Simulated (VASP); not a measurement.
# GaSb: single point with PBE

The system is GaSb.

```
CELL_PARAMETERS angstrom
-1.69085 2.66010 2.95553
1.69085 -2.66010 2.95553
1.69085 2.66010 -2.95553
ATOMIC_POSITIONS crystal
Ga 0.00000 0.00000 0.00000
Sb 0.50000 0.50000 0.00000
```

```
Program             : VASP 6.6.1
Task                : single point
Functional          : PBE
Potentials or basis : VASP PAW PBE potentials, release 64 (Ga_d, Sb)
Cutoff              : 520 eV
k mesh              : 18 × 18 × 18
Occupations         : gaussian, width 0.15 eV
Spin                : no spin polarisation
```

| Quantity | Value |
| --- | --- |
| Pressure | -4.2 GPa |
| Band gap on the k mesh | zero (bands 9 and 10 overlap by 4.60 eV) |

Stress tensor (GPa, compression positive):
```
-4.62  0.00  0.00
 0.00 -4.17  0.00
 0.00  0.00 -3.71
```

Levels at points of the mesh, in eV from the Fermi level:
```
           k point  band 5  band 6  band 7  band 8  band 9  band 10  band 11  band 12  band 13  band 14
(0.00, 0.00, 0.00)  -14.72  -11.20   -2.82   -1.58   -1.17     3.77     3.87     6.13     6.64     7.00
(0.50, 0.00, 0.00)  -14.72   -9.85   -7.36    0.14    1.78     2.37     3.00     3.30     5.51     7.70
(0.00, 0.50, 0.00)  -14.72   -8.21   -5.86   -1.49   -0.30     0.01     1.19     2.38     3.33     8.97
(0.50, 0.50, 0.00)  -14.72   -8.19   -4.43   -3.40   -1.76    -1.75     3.43     4.18     6.63     7.61
(0.50, 0.50, 0.50)  -14.71   -8.95   -5.36   -4.49   -4.04     1.84     5.75     8.61     9.44     9.45
```

Run time: 7 min on 1 thread of Intel(R) Xeon(R) Platinum 8259CL CPU @ 2.50GHz (Skylake/Cascade Lake) (shared host), peak memory 0.81 GiB.

Caveat: the cell stands under tension; spin-orbit coupling is left out, which moves the levels of the heavy elements.
